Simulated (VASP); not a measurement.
# SnS2 (P-3m1) in VASP: notebook, part 2 of 2

VASP 6.6.1.

### Step 3. Single point, r2SCAN, non-collinear spin, zero start, spin-orbit coupling (strain +3.0%)

Contents of POSCAR:

```
SnS2
1.0
    3.7705774507      0.0000000000      0.0000000000
   -1.8852887254      3.2654158593      0.0000000000
    0.0000000000      0.0000000000      6.1406342826
Sn S
1 2
Direct
    0.0000000000      0.0000000000      0.0000000000
    0.3333333333      0.6666666667      0.2330192396
    0.6666666667      0.3333333333      0.7669807604
```

Contents of INCAR.step1:

```
ALGO = Normal
EDIFF = 1E-5
ENCUT = 550
GGA = PE
GGA_COMPAT = F
ISMEAR = 0
LASPH = T
LCHARG = F
LNONCOLLINEAR = T
LREAL = F
LSORBIT = T
LWAVE = T
MAGMOM = 0 0 0 0 0 0 0 0 0
NBANDS = 39
NELM = 200
PREC = Accurate
SIGMA = 0.01
```

Contents of INCAR.step2:

```
ALGO = Normal
EDIFF = 1E-6
ENCUT = 550
GGA_COMPAT = F
ISIF = 2
ISMEAR = 0
ISTART = 1
LASPH = T
LCHARG = F
LMIXTAU = T
LNONCOLLINEAR = T
LORBIT = 11
LORBMOM = T
LREAL = F
LSORBIT = T
LWAVE = F
MAGMOM = 0 0 0 0 0 0 0 0 0
METAGGA = R2SCAN
NBANDS = 39
NELM = 200
PREC = Accurate
SIGMA = 0.01
```

Contents of KPOINTS:

```
k-points
0
Gamma
  12 12 4
```

Potentials or basis: VASP PAW PBE potentials, release 64 (Sn_d, S).

On the command line:

```sh
> cat potpaw_PBE.64/Sn_d/POTCAR potpaw_PBE.64/S/POTCAR > POTCAR
> cp INCAR.step1 INCAR
> mpirun -np 1 vasp_ncl > vasp.out
> cp INCAR.step2 INCAR
> mpirun -np 1 vasp_ncl > vasp.out
```

OUTCAR:

```text
EDIFF = 1E-6
   ENCUT = 550
   ISIF = 2
   ISMEAR = 0
   ISTART = 1
   LASPH = T
   LNONCOLLINEAR = T
   LORBIT = 11
   LREAL = F
   LSORBIT = T
   METAGGA = R2SCAN
   NELM = 200
   PREC = Accurate

 ion  position               nearest neighbor table
   1  0.000  0.000  0.000-   2 2.61   3 2.61   3 2.61   2 2.61   3 2.61   2 2.61
   2  0.333  0.667  0.233-   1 2.61   1 2.61   1 2.61
   3  0.667  0.333  0.767-   1 2.61   1 2.61   1 2.61

  LATTYP: Found a hexagonal cell.
 ALAT       =     3.7705774507
 C/A-ratio  =     1.6285660122

  Lattice vectors:

 A1 = (   3.7705774507,   0.0000000000,   0.0000000000)
 A2 = (  -1.8852887254,   3.2654158593,   0.0000000000)
 A3 = (   0.0000000000,   0.0000000000,   6.1406342826)

Analysis of symmetry for initial positions (statically):
=====================================================================
 Subroutine PRICEL returns:
 Original cell was already a primitive cell.

 Routine SETGRP: Setting up the symmetry group for a
 hexagonal supercell.

 Subroutine GETGRP returns: Found 12 space group operations
 (whereof 12 operations were pure point group operations)
 out of a pool of 24 trial point group operations.

The static configuration has the point symmetry D_3d.

Analysis of symmetry for dynamics (positions and initial velocities):
=====================================================================
 Subroutine PRICEL returns:
 Original cell was already a primitive cell.

 Routine SETGRP: Setting up the symmetry group for a
 hexagonal supercell.

 Subroutine GETGRP returns: Found 12 space group operations
 (whereof 12 operations were pure point group operations)
 out of a pool of 24 trial point group operations.

The dynamic configuration has the point symmetry D_3d.

Analysis of structural, dynamic, and magnetic symmetry:
=====================================================================
 Subroutine PRICEL returns:
 Original cell was already a primitive cell.

 Routine SETGRP: Setting up the symmetry group for a
 hexagonal supercell.

 Subroutine GETGRP returns: Found 12 space group operations
 (whereof 12 operations were pure point group operations)
 out of a pool of 24 trial point group operations.

The overall configuration has the point symmetry D_3d.

 Subroutine INISYM returns: Found 12 space group operations
 (whereof 12 operations are pure point group operations),
 and found     1 'primitive' translations

----------------------------------------------------------------------------------------

                                     Primitive cell

  volume of cell :      75.6066

  direct lattice vectors                    reciprocal lattice vectors
     3.770577451  0.000000000  0.000000000     0.265211367  0.153119854  0.000000000
    -1.885288725  3.265415859  0.000000000     0.000000000  0.306239708  0.000000000
     0.000000000  0.000000000  6.140634283     0.000000000  0.000000000  0.162849627

[... 1125 lines left out ...]

 [... further k-points ...]

 [bands above 38 left out]

------------------------ aborting loop because EDIFF is reached ----------------------------------------

  FORCE on cell =-STRESS in cart. coord.  units (eV):
  Direction    XX          YY          ZZ          XY          YZ          ZX
  --------------------------------------------------------------------------------------
  -------------------------------------------------------------------------------------
  Total       -1.8003672     -1.8003672     -0.1160449      0.0000000      0.0000000     -0.0000000
  in kB      -38.1515397    -38.1515397     -2.4591050      0.0000000      0.0000000     -0.0000000
  external PRESSURE =     -26.2540614 kB  Pullay stress =       0.0000000 kB

 VOLUME and BASIS-vectors are now :
 -----------------------------------------------------------------------------
  energy-cutoff  :      550.00
  volume of cell :       75.61
      direct lattice vectors                 reciprocal lattice vectors
     3.770577451  0.000000000  0.000000000     0.265211367  0.153119854  0.000000000
    -1.885288725  3.265415859  0.000000000     0.000000000  0.306239708  0.000000000
     0.000000000  0.000000000  6.140634283     0.000000000  0.000000000  0.162849627

 POSITION                                       TOTAL-FORCE (eV/Angst)
 -----------------------------------------------------------------------------------
      0.00000      0.00000      0.00000         0.000000      0.000000      0.000000
     -0.00000      2.17694      1.43089         0.000000      0.000000     -0.029787
      1.88529      1.08847      4.70975        -0.000000     -0.000000      0.029787
 -----------------------------------------------------------------------------------
    total drift:                                0.000000     -0.000000     -0.000000

  FREE ENERGIE OF THE ION-ELECTRON SYSTEM (eV)
  ---------------------------------------------------
  free  energy   TOTEN  =       -42.2291480431 eV

  energy  without entropy=      -42.2291480431  energy(sigma->0) =      -42.22914804

 orbital moment (x)

 # of ion     p       d       tot
 ----------------------------------------
  1        -0.000  -0.000  -0.000
  2         0.000   0.000   0.000
  3         0.000   0.000   0.000
 ----------------------------------------
            0.000  -0.000   0.000

 orbital moment (y)

 # of ion     p       d       tot
 ----------------------------------------
  1         0.000   0.000   0.000
  2         0.000   0.000   0.000
  3         0.000   0.000   0.000
 ----------------------------------------
            0.000   0.000   0.000

 orbital moment (z)

 # of ion     p       d       tot
 ----------------------------------------
  1         0.000   0.000   0.000
  2         0.000   0.000   0.000
  3         0.000   0.000   0.000
 ----------------------------------------
            0.000   0.000   0.000

 Spin-Orbit-Coupling matrix elements

 Ion:    1  E_soc:     -0.0799127
 l=   1
     0.0000000    -0.0075262    -0.0075373
    -0.0075262     0.0000000    -0.0075262
    -0.0075373    -0.0075262     0.0000000
 l=   2
     0.0000000    -0.0011527     0.0000000    -0.0011527    -0.0046464
    -0.0011527     0.0000000    -0.0034831    -0.0011432    -0.0011527
     0.0000000    -0.0034831     0.0000000    -0.0034831     0.0000000
    -0.0011527    -0.0011432    -0.0034831     0.0000000    -0.0011527
    -0.0046464    -0.0011527     0.0000000    -0.0011527     0.0000000
 l=   3
     0.0000000     0.0000000     0.0000000     0.0000000     0.0000000     0.0000000     0.0000000
     0.0000000     0.0000000     0.0000000     0.0000000     0.0000000     0.0000000     0.0000000
     0.0000000     0.0000000     0.0000000     0.0000000     0.0000000     0.0000000     0.0000000
     0.0000000     0.0000000     0.0000000     0.0000000     0.0000000     0.0000000     0.0000000
[... 29 lines left out ...]
 l=   2
     0.0000000     0.0000000     0.0000000     0.0000000     0.0000000
     0.0000000     0.0000000     0.0000000     0.0000000     0.0000000
     0.0000000     0.0000000     0.0000000     0.0000000     0.0000000
     0.0000000     0.0000000     0.0000000     0.0000000     0.0000000
     0.0000000     0.0000000     0.0000000     0.0000000     0.0000000
 l=   3
     0.0000000     0.0000000     0.0000000     0.0000000     0.0000000     0.0000000     0.0000000
     0.0000000     0.0000000     0.0000000     0.0000000     0.0000000     0.0000000     0.0000000
     0.0000000     0.0000000     0.0000000     0.0000000     0.0000000     0.0000000     0.0000000
     0.0000000     0.0000000     0.0000000     0.0000000     0.0000000     0.0000000     0.0000000
     0.0000000     0.0000000     0.0000000     0.0000000     0.0000000     0.0000000     0.0000000
     0.0000000     0.0000000     0.0000000     0.0000000     0.0000000     0.0000000     0.0000000
     0.0000000     0.0000000     0.0000000     0.0000000     0.0000000     0.0000000     0.0000000

 total charge

# of ion       s       p       d       tot
------------------------------------------
    1        0.981   1.025  10.130  12.135
    2        1.351   2.350   0.000   3.701
    3        1.351   2.350   0.000   3.701
--------------------------------------------------
tot          3.682   5.725  10.130  19.537

 magnetization (x)

# of ion       s       p       d       tot
------------------------------------------
    1       -0.000   0.000   0.000  -0.000
    2        0.000   0.000   0.000   0.000
    3        0.000   0.000   0.000   0.000
--------------------------------------------------
tot         -0.000   0.000   0.000  -0.000

 magnetization (y)

# of ion       s       p       d       tot
------------------------------------------
    1        0.000   0.000  -0.000  -0.000
    2        0.000  -0.000   0.000  -0.000
    3        0.000  -0.000   0.000  -0.000
--------------------------------------------------
tot          0.000  -0.000  -0.000  -0.000

 magnetization (z)

# of ion       s       p       d       tot
------------------------------------------
    1        0.000   0.000  -0.000   0.000
    2        0.000   0.000   0.000   0.000
    3        0.000   0.000   0.000   0.000
--------------------------------------------------
tot          0.000   0.000  -0.000   0.000
```

It took 22 min on 1 thread of AMD EPYC 9R45 (Zen 5), shared host; peak memory 0.61 GiB.

What came out:

* Free energy: -42.2291 eV
* Pressure: -2.6 GPa
* Largest force: 0.030 eV/Å
* Net moment: 0.00 μB per cell
* Valence electrons inside the program's atomic spheres: Sn 12.13; S 3.70

Forces in eV/Å, atoms in the order of the input:
```
Sn   0.000  0.000  0.000
S    0.000  0.000 -0.030
S    0.000  0.000  0.030
```

Stress tensor (GPa, compression positive):
```
-3.82  0.00  0.00
 0.00 -3.82  0.00
 0.00  0.00 -0.25
```

Moments on the atoms (μB; x, y, z):
```
Sn  0.00 0.00 0.00
S   0.00 0.00 0.00
S   0.00 0.00 0.00
```

Caveat: the cell differs from its parent crystal (strain +3.0%); the PAW data sets were made with another functional, which shifts forces and pressure a little.

### Step 4. Single point, HSE06 (strain -2.0%)

Contents of POSCAR:

```
SnS2
1.0
    3.5875397104      0.0000000000      0.0000000000
   -1.7937698552      3.1069005263      0.0000000000
    0.0000000000      0.0000000000      5.8425452398
Sn S
1 2
Direct
    0.0000000000      0.0000000000      0.0000000000
    0.3333333333      0.6666666667      0.2540015420
    0.6666666667      0.3333333333      0.7459984580
```

Contents of INCAR.step1:

```
ALGO = Normal ; EDIFF = 1E-5
ENCUT = 400 ; GGA = PE
GGA_COMPAT = F ; ISIF = 2
ISMEAR = 0 ; LASPH = T
LREAL = F ; LWAVE = T
NBANDS = 20 ; NELM = 120
PREC = Accurate ; SIGMA = 0.01
```

Contents of INCAR.step2:

```
ALGO = Normal ; EDIFF = 1E-6
ENCUT = 400 ; GGA = PE
GGA_COMPAT = F ; HFSCREEN = 0.2079
ISIF = 2 ; ISMEAR = 0
ISTART = 1 ; LASPH = T
LCHARG = T ; LELF = T
LHFCALC = T ; LREAL = F
LVHAR = T ; LWAVE = F
NBANDS = 20 ; NELM = 120
PREC = Accurate ; PRECFOCK = Normal
SIGMA = 0.01
```

Contents of KPOINTS:

```
k-points
0
Gamma
  6 6 4
```

Potentials or basis: VASP PAW PBE potentials, release 64 (Sn_d, S).

On the command line:

```sh
> cat potpaw_PBE.64/Sn_d/POTCAR potpaw_PBE.64/S/POTCAR > POTCAR
> cp INCAR.step1 INCAR
> mpirun -np 1 vasp_std > vasp.out
> cp INCAR.step2 INCAR
> mpirun -np 1 vasp_std > vasp.out
```

OUTCAR:

```text
EDIFF = 1E-6
   ENCUT = 400
   GGA = PE
   HFSCREEN = 0.2079
   ISIF = 2
   ISMEAR = 0
   ISTART = 1
   LASPH = T
   LHFCALC = T
   LREAL = F
   NELM = 120
   PREC = Accurate
   PRECFOCK = Normal

 ion  position               nearest neighbor table
   1  0.000  0.000  0.000-   2 2.55   3 2.55   3 2.55   2 2.55   3 2.55   2 2.55
   2  0.333  0.667  0.254-   1 2.55   1 2.55   1 2.55
   3  0.667  0.333  0.746-   1 2.55   1 2.55   1 2.55

  LATTYP: Found a hexagonal cell.
[... 753 lines left out ...]

  FORCE on cell =-STRESS in cart. coord.  units (eV):
  Direction    XX          YY          ZZ          XY          YZ          ZX
  --------------------------------------------------------------------------------------
  -------------------------------------------------------------------------------------
  Total        1.5485361      1.5485361      0.4085851      0.0000000      0.0000000      0.0000000
  in kB       38.0983151     38.0983151     10.0523345      0.0000000      0.0000000      0.0000000
  external PRESSURE =      28.7496549 kB  Pullay stress =       0.0000000 kB

 VOLUME and BASIS-vectors are now :
 -----------------------------------------------------------------------------
  energy-cutoff  :      400.00
  volume of cell :       65.12
      direct lattice vectors                 reciprocal lattice vectors
     3.587539710  0.000000000  0.000000000     0.278742559  0.160932092  0.000000000
    -1.793769855  3.106900526  0.000000000     0.000000000  0.321864183  0.000000000
     0.000000000  0.000000000  5.842545240     0.000000000  0.000000000  0.171158281

 POSITION                                       TOTAL-FORCE (eV/Angst)
 -----------------------------------------------------------------------------------
      0.00000      0.00000      0.00000        -0.000000     -0.000000      0.000000
     -0.00000      2.07127      1.48402         0.000000      0.000000     -0.271036
      1.79377      1.03563      4.35853        -0.000000     -0.000000      0.271036
 -----------------------------------------------------------------------------------
    total drift:                                0.000001      0.000000     -0.000002

  FREE ENERGIE OF THE ION-ELECTRON SYSTEM (eV)
  ---------------------------------------------------
  free  energy   TOTEN  =       -16.1301319919 eV

  energy  without entropy=      -16.1301319919  energy(sigma->0) =      -16.13013199
```

OUTCAR.step1:

```text
EDIFF = 1E-5
   ENCUT = 400
   GGA = PE
   ISIF = 2
[... 777 lines left out ...]
      0.00000      0.00000      0.00000         0.000000     -0.000000      0.000000
     -0.00000      2.07127      1.48402        -0.000000      0.000000      0.230855
      1.79377      1.03563      4.35853        -0.000000      0.000000     -0.230855
 -----------------------------------------------------------------------------------
    total drift:                                0.000000      0.000000     -0.000000

  FREE ENERGIE OF THE ION-ELECTRON SYSTEM (eV)
  ---------------------------------------------------
  free  energy   TOTEN  =       -13.0691452730 eV

  energy  without entropy=      -13.0691452730  energy(sigma->0) =      -13.06914527
```

OSZICAR.step1:

```text
N       E                     dE             d eps       ncg     rms          rms(c)
DAV:   1     0.187848766725E+03    0.18785E+03   -0.11029E+04   996   0.134E+03
DAV:   2     0.704045408615E+01   -0.18081E+03   -0.17354E+03  1024   0.353E+02
DAV:   3    -0.128949341641E+02   -0.19935E+02   -0.19707E+02  1164   0.107E+02
DAV:   4    -0.135533170719E+02   -0.65838E+00   -0.65747E+00  1184   0.213E+01
DAV:   5    -0.135712031702E+02   -0.17886E-01   -0.17885E-01  1372   0.336E+00    0.928E+00
DAV:   6    -0.130984916407E+02    0.47271E+00   -0.92906E-01  1460   0.106E+01    0.662E+00
DAV:   7    -0.130700012894E+02    0.28490E-01   -0.30918E-01  1252   0.354E+00    0.203E+00
DAV:   8    -0.130687871053E+02    0.12142E-02   -0.30030E-02  1312   0.172E+00    0.691E-01
DAV:   9    -0.130691130905E+02   -0.32599E-03   -0.28172E-03  1144   0.383E-01    0.178E-01
DAV:  10    -0.130690961159E+02    0.16975E-04   -0.38345E-04  1312   0.139E-01    0.772E-02
DAV:  11    -0.130691442113E+02   -0.48095E-04   -0.68461E-05  1104   0.514E-02    0.185E-02
DAV:  12    -0.130691452730E+02   -0.10618E-05   -0.29615E-06   728   0.127E-02
   1 F= -.13069145E+02 E0= -.13069145E+02  d E =-.412492E-39
```

Run time: 58 min. Hardware: 1 thread of Intel Xeon Platinum 8259CL at 2.50GHz (Skylake/Cascade Lake), shared host; peak memory 0.28 GiB.

What came out:

* Free energy: -16.1301 eV
* Pressure: 2.9 GPa
* Largest force: 0.271 eV/Å
* Band gap on the k mesh: 2.39 eV (least direct gap 2.82 eV)

Forces in eV/Å, atoms in the order of the input:
```
Sn   0.000  0.000  0.000
S    0.000  0.000 -0.271
S    0.000  0.000  0.271
```

Levels at points of the mesh, in eV from the valence-band top:
```tsv
k point	band 9	band 10	band 11	band 12	band 13	band 14	band 15	band 16	band 17	band 18
(0.00, 0.00, 0.00)	-0.56	-0.56	-0.25	-0.25	-0.07	3.22	4.82	6.76	6.76	10.01
(0.50, 0.00, 0.00)	-4.91	-3.20	-2.73	-1.22	-0.23	2.69	5.55	6.82	7.31	8.88
(0.00, 0.00, 0.50)	-2.35	-0.68	-0.68	-0.08	-0.08	4.52	4.92	6.45	6.45	9.85
(0.50, 0.00, 0.50)	-5.46	-2.52	-2.06	-0.84	-0.65	2.40	5.66	6.52	7.30	8.32
```

Caveat: the cell differs from its parent crystal (strain -2.0%); the PAW data sets were made with another functional, which shifts forces and pressure a little; spin-orbit coupling is left out, which moves the levels of the heavy elements; this functional lacks dispersion, which binds layers or chains, so the pressure and a relaxed spacing across them are unreliable. A k mesh can miss the band edges.

### Step 5. Summary

| level | spin | cell | k mesh | cutoff (eV) | grid for exact exchange (PRECFOCK) | share of exact exchange | screening parameter | gap on the mesh (eV) | pressure (GPa) | largest force (eV/Å) |
| --- | --- | --- | --- | --- | --- | --- | --- | --- | --- | --- |
| HSE06 | off | a = 3.514, b = 3.514, c = 5.723 Å, angles 90.0, 90.0, 120.0°, 3 atoms, strain -4.0% | 6 × 6 × 4 | 400 | Normal | 0.25 | 0.2079 1/Å | 2.36 | 7.1 | 0.25 |
| r2SCAN | non-collinear, zero start, SOC | a = 3.771, b = 3.771, c = 6.141 Å, angles 90.0, 90.0, 120.0°, 3 atoms, strain +3.0% | 12 × 12 × 4 | 550 | - | - | - | - | -2.6 | 0.03 |
| HSE06 | off | a = 3.588, b = 3.588, c = 5.843 Å, angles 90.0, 90.0, 120.0°, 3 atoms, strain -2.0% | 6 × 6 × 4 | 400 | Normal | 0.25 | 0.2079 1/Å | 2.39 | 2.9 | 0.27 |

Alike in all rows: task single point; potentials or basis VASP PAW PBE potentials, release 64 (Sn_d, S); smearing gaussian 0.01 eV.

Caveats: the PAW data sets were made with another functional, which shifts forces and pressure a little; spin-orbit coupling is left out, which moves the levels of the heavy elements (at least some runs); the stress differs along the axes, from 3 to 9 GPa (at least some runs); this functional lacks dispersion, which binds layers or chains, so the pressure and a relaxed spacing across them are unreliable (at least some runs).

Absolute energies hang on the potentials; compare differences alone.
